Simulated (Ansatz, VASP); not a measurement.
Two plane-wave programs on Al

INCAR

```
PREC     = Accurate       # precision mode
ENCUT    = 520            # plane-wave cutoff, eV
EDIFF    = 1E-6           # SCF threshold, eV
ISMEAR   = 0              # smearing method
SIGMA    = 0.15           # smearing width, eV
LREAL    = F              # projectors in reciprocal space
LASPH    = T              # aspherical terms in the spheres
NELM     = 80             # most SCF steps
ALGO     = Fast           # electronic algorithm
ISIF     = 2              # what is computed and relaxed
LWAVE    = F              # write WAVECAR
LCHARG   = F              # write CHGCAR
GGA      = PS             # functional
IVDW     = 12             # dispersion correction
NBANDS   = 14             # bands
```

KPOINTS

```
regular mesh
0
Gamma
  18 18 6
```

The input POSCAR:

```
Al
1.0
    2.7269247692      0.0000000000      0.0000000000
   -1.3634623846      2.3615861243      0.0000000000
    0.0000000000      0.0000000000      9.6966717867
Al
4
Direct
    0.0000000000      0.0000000000      0.0000000000
    0.3333333333      0.6666666667      0.2500000000
    0.0000000000      0.0000000000      0.5000000000
    0.6666666667      0.3333333333      0.7500000000
```

Input for Ansatz:

```yaml
crystal:
  lattice:
    - [2.7269247692, 0.0, 0.0]
    - [-1.3634623846, 2.3615861243, 0.0]
    - [0.0, 0.0, 9.6966717867]
  atoms:
    - { symbol: Al, position: [0.0, 0.0, 0.0] }
    - { symbol: Al, position: [0.3333333333, 0.6666666667, 0.25] }
    - { symbol: Al, position: [0.0, 0.0, 0.5] }
    - { symbol: Al, position: [0.6666666667, 0.3333333333, 0.75] }
basis:
  ecutwfc: 420
kpoints:
  mp_grid: { grid: [18, 18, 6] }
hamiltonian:
  xc: pbesol
  pseudopotentials: { kind: paw, azcp: { folder: soft_1 } }
  dispersion: d3bj
scf:
  occupations: { method: gaussian, width: 0.15 }
output:
  forces: true
  stress: true
  eigenvalues: true
```

Alike in both runs: task single point; functional PBEsol; dispersion D3(BJ); k mesh 18 × 18 × 6; occupations gaussian, width 0.15 eV; no spin polarisation.

```csv
,VASP,Ansatz
version,VASP 6.6.1,Ansatz 0.2.0
potentials or method,"VASP PAW PBE potentials, release 64 (Al), cutoff 520 eV","scalar-relativistic, plane waves, PAW"
valence electrons in the cell,12,12
```

Ansatz gave:

```
gap on the k mesh at the Fermi level (eV)                     : none
pressure (GPa)                                                : 0.9
traceless stress, the component that is largest in VASP (GPa) : -5.02
```

Question: Estimate VASP's values.

Answer: gap on the k mesh at the Fermi level (eV): none; pressure (GPa): 1.0; traceless stress, the component that is largest in VASP (GPa): -5.06.

VASP's potentials were made for PBE, not for PBEsol, and Ansatz warns of the same on its side. A gap of «none» marks a metal or a gap that the smearing closes.
